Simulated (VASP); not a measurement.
# SrTiO3 (P4/mmm) in VASP: further runs, part 2 of 2

VASP 6.6.1.

## Step 5: Single point, PBE (uniaxial z strain +4.0%)

INCAR reads:

```
  ALGO = Normal
  EDIFF = 1E-7
  ENCUT = 520
  GGA = PE
  ISIF = 2
  ISMEAR = -1
  LASPH = T
  LCHARG = F
  LREAL = F
  LWAVE = F
  NBANDS = 28
  NELM = 60
  PREC = Accurate
  SIGMA = 0.02
```

KPOINTS reads:

```
k-points
0
Gamma
  6 6 6
```

POSCAR reads:

```
SrTiO3
1.0
    3.9068515016      0.0000000000      0.0000000000
    0.0000000000      3.9068515016      0.0000000000
    0.0000000000      0.0000000000      4.0631255616
Sr Ti O
1 1 3
Direct
    0.0000000000      0.0000000000      0.0000000000
    0.5000000000      0.5000000000      0.5000000000
    0.5000000000      0.5000000000      0.0000000000
    0.5000000000      0.0000000000      0.5000000000
    0.0000000000      0.5000000000      0.5000000000
```

Potentials or basis: VASP PAW PBE potentials, release 64 (Sr_sv, Ti_sv, O).

Run with:

```sh
$ cat potpaw_PBE.64/Sr_sv/POTCAR potpaw_PBE.64/Ti_sv/POTCAR potpaw_PBE.64/O/POTCAR > POTCAR
$ mpirun -np 1 vasp_std > vasp.out
```

OUTCAR:

```text
EDIFF = 1E-7
   ENCUT = 520
   GGA = PE
   ISIF = 2
   ISMEAR = -1
   LASPH = T
   LREAL = F
   NELM = 60
   PREC = Accurate

 ion  position               nearest neighbor table
   1  0.000  0.000  0.000-   3 2.76   3 2.76   3 2.76   3 2.76   5 2.82   4 2.82   5 2.82   5 2.82
                             5 2.82   4 2.82   4 2.82   4 2.82   2 3.43   2 3.43   2 3.43   2 3.43
   2  0.500  0.500  0.500-   4 1.95   5 1.95   4 1.95   5 1.95   3 2.03   3 2.03   1 3.43   1 3.43
                             1 3.43   1 3.43   1 3.43   1 3.43   1 3.43   1 3.43
   3  0.500  0.500  0.000-   2 2.03   2 2.03   1 2.76   1 2.76   1 2.76   1 2.76
   4  0.500  0.000  0.500-   2 1.95   2 1.95   1 2.82   1 2.82   1 2.82   1 2.82
   5  0.000  0.500  0.500-   2 1.95   2 1.95   1 2.82   1 2.82   1 2.82   1 2.82

  LATTYP: Found a simple tetragonal cell.
 ALAT       =     3.9068515016
 C/A-ratio  =     1.0400000000

  Lattice vectors:

 A1 = (   3.9068515016,   0.0000000000,   0.0000000000)
 A2 = (   0.0000000000,   3.9068515016,   0.0000000000)
 A3 = (   0.0000000000,   0.0000000000,   4.0631255616)

Analysis of symmetry for initial positions (statically):
[... 181 lines left out ...]
 val. band max:        3.8951811637   @ k =   0.5000   0.5000   0.5000
 cond. band min:       5.5998178953   @ k =   0.0000   0.0000   0.0000
 fundamental gap:      1.7046367316
 Fermi energy:         4.3195974739

 k-point     1 :       0.0000    0.0000    0.0000
  band No.  band energies     occupation
      1     -52.7870      2.00000
      2     -29.0779      2.00000
      3     -29.0156      2.00000
      4     -29.0156      2.00000
      5     -28.9998      2.00000
      6     -13.4682      2.00000
[... 733 lines left out ...]
     27      11.7545      0.00000
     28      12.6756      0.00000

 [... further k-points ...]

------------------------ aborting loop because EDIFF is reached ----------------------------------------

  FORCE on cell =-STRESS in cart. coord.  units (eV):
  Direction    XX          YY          ZZ          XY          YZ          ZX
  --------------------------------------------------------------------------------------
  -------------------------------------------------------------------------------------
  Total        0.2888424      0.2888424     -2.6139728      0.0000000      0.0000000      0.0000000
  in kB        7.4620391      7.4620391    -67.5301314      0.0000000      0.0000000      0.0000000
  external PRESSURE =     -17.5353511 kB  Pullay stress =       0.0000000 kB

 VOLUME and BASIS-vectors are now :
 -----------------------------------------------------------------------------
  energy-cutoff  :      520.00
  volume of cell :       62.02
      direct lattice vectors                 reciprocal lattice vectors
     3.906851502  0.000000000  0.000000000     0.255960586  0.000000000  0.000000000
     0.000000000  3.906851502  0.000000000     0.000000000  0.255960586  0.000000000
     0.000000000  0.000000000  4.063125562     0.000000000  0.000000000  0.246115948

 POSITION                                       TOTAL-FORCE (eV/Angst)
 -----------------------------------------------------------------------------------
      0.00000      0.00000      0.00000         0.000000      0.000000      0.000000
      1.95343      1.95343      2.03156         0.000000      0.000000      0.000000
      1.95343      1.95343      0.00000         0.000000      0.000000      0.000000
      1.95343      0.00000      2.03156         0.000000      0.000000      0.000000
      0.00000      1.95343      2.03156         0.000000      0.000000      0.000000
 -----------------------------------------------------------------------------------
    total drift:                                0.000000      0.000000     -0.000000

  FREE ENERGIE OF THE ION-ELECTRON SYSTEM (eV)
  ---------------------------------------------------
  free  energy   TOTEN  =       -40.0602439570 eV

  energy  without entropy=      -40.0602439570  energy(sigma->0) =      -40.06024396
```

Wall time 2.4 min (1 thread of Intel Xeon 8259CL, shared host); peak memory 0.22 GiB.

Results:

* Free energy: -40.0602 eV
* Pressure: -1.8 GPa
* Band gap on the k mesh: 1.70 eV (least direct gap 2.13 eV)

Caveat: the cell differs from its parent crystal (uniaxial z strain +4.0%). A k mesh can miss the band edges.

## Step 6: Single point, r2SCAN (uniaxial z strain -4.0%)

Edit POSCAR of step 5 so:

```diff
@@ -4,3 +4,3 @@
     0.0000000000      3.9068515016      0.0000000000
-    0.0000000000      0.0000000000      4.0631255616
+    0.0000000000      0.0000000000      3.7505774415
 Sr Ti O
```

INCAR.step1 reads:

```
PREC = Accurate
ENCUT = 520
ISMEAR = 0
SIGMA = 0.01
LREAL = False
LASPH = True
NELM = 60
NBANDS = 28
GGA = PE
ALGO = Normal
EDIFF = 1E-4
LWAVE = True
LCHARG = False
```

INCAR.step2 reads:

```
PREC = Accurate
ENCUT = 520
EDIFF = 1E-6
ISMEAR = 0
SIGMA = 0.01
LREAL = False
LASPH = True
NELM = 60
ALGO = Normal
ISIF = 2
LWAVE = False
LCHARG = False
METAGGA = R2SCAN
LMIXTAU = True
NBANDS = 28
ISTART = 1
```

KPOINTS reads:

```
Automatic mesh
0
Gamma
  6 6 6
```

Potentials or basis: VASP PAW PBE potentials, release 64 (Sr_sv, Ti_sv, O).

Run with:

```sh
$ cat potpaw_PBE.64/Sr_sv/POTCAR potpaw_PBE.64/Ti_sv/POTCAR potpaw_PBE.64/O/POTCAR > POTCAR
$ cp INCAR.step1 INCAR
$ mpirun -np 1 vasp_std > vasp.out
$ cp INCAR.step2 INCAR
$ mpirun -np 1 vasp_std > vasp.out
```

Wall time 5.8 min (1 thread of Intel Xeon 8259CL, shared host); peak memory 0.21 GiB.

The run converged. Its results:

* Free energy: -63.1884 eV
* Pressure: 10.1 GPa
* Band gap on the k mesh: 2.29 eV (least direct gap 2.64 eV)

Stress tensor (GPa, compression positive):
```
 5.75  0.00  0.00
 0.00  5.75  0.00
 0.00  0.00 18.68
```

Levels at points of the mesh, in eV from the valence-band top:
| k point | band 18 | band 19 | band 20 | band 21 | band 22 | band 23 |
| --- | --- | --- | --- | --- | --- | --- |
| (0.00, 0.00, 0.00) | -0.39 | -0.39 | -0.35 | 2.29 | 2.37 | 2.37 |
| (0.50, 0.00, 0.00) | -2.14 | -0.77 | -0.76 | 2.54 | 4.25 | 4.26 |
| (0.50, 0.50, 0.00) | -1.84 | -1.72 | -0.22 | 4.26 | 4.26 | 4.73 |
| (0.00, 0.00, 0.50) | -2.17 | -0.82 | -0.82 | 2.52 | 4.68 | 4.68 |
| (0.50, 0.00, 0.50) | -1.59 | -1.59 | -0.10 | 4.26 | 4.69 | 5.02 |
| (0.50, 0.50, 0.50) | -0.09 | 0.00 | 0.00 | 4.99 | 5.25 | 5.25 |

Caveat: the cell differs from its parent crystal (uniaxial z strain -4.0%); the cell stands under pressure; the PAW data sets were made with another functional, which shifts forces and pressure a little. A k mesh can miss the band edges.

## Step 7: Overview

| level | cell | smearing | gap on the mesh (eV) | pressure (GPa) |
| --- | --- | --- | --- | --- |
| PBE | a = 3.907, b = 3.907, c = 3.946 Å, 5 atoms | fermi-dirac 0.02 eV | 1.81 | 2.9 |
| PBE | a = 3.907, b = 3.907, c = 3.985 Å, 5 atoms | fermi-dirac 0.02 eV | 1.78 | 1.2 |
| PBE | a = 3.907, b = 3.907, c = 4.024 Å, 5 atoms | fermi-dirac 0.02 eV | 1.74 | -0.3 |
| PBE | a = 3.907, b = 3.907, c = 4.063 Å, 5 atoms | fermi-dirac 0.02 eV | 1.70 | -1.8 |
| r2SCAN | a = 3.907, b = 3.907, c = 3.751 Å, 5 atoms | gaussian 0.01 eV | 2.29 | 10.1 |

Alike in all rows: task single point; potentials or basis VASP PAW PBE potentials, release 64 (Sr_sv, Ti_sv, O); no spin polarisation; k mesh 6 × 6 × 6; cutoff (eV) 520.

Caveats: the cell stands under pressure (at least some runs); the PAW data sets were made with another functional, which shifts forces and pressure a little (at least some runs).

Absolute energies hang on the potentials; compare differences alone.
